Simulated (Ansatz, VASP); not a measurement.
## Two plane-wave programs on BN

```
B N
1.0
     0.00000    1.74583    1.74583
     1.74583    0.00000    1.74583
     1.74583    1.74583    0.00000
B N
1 1
Direct
  0.00000 0.00000 0.00000
  0.50000 0.50000 0.50000
```

Alike in both runs: task single point; functional PBE; k mesh 8 × 8 × 8; no spin polarisation.

|  | VASP | Ansatz |
| --- | --- | --- |
| version | VASP 6.6.1 | Ansatz 0.2.0 |
| potentials or method | VASP PAW PBE potentials, release 64 (B, N) | plane waves |
| plane-wave cutoff (eV) | 520 | 420 |
| occupations | gaussian, width 0.01 eV | fixed |
| valence electrons in the cell | 8 | 8 |

|  | VASP | Ansatz | Ansatz less VASP |
| --- | --- | --- | --- |
| gap on the k mesh at the Fermi level (eV) | 1.33 | 1.34 | +0.004 |
| pressure (GPa) | 3.8 | 3.9 | +0.05 |
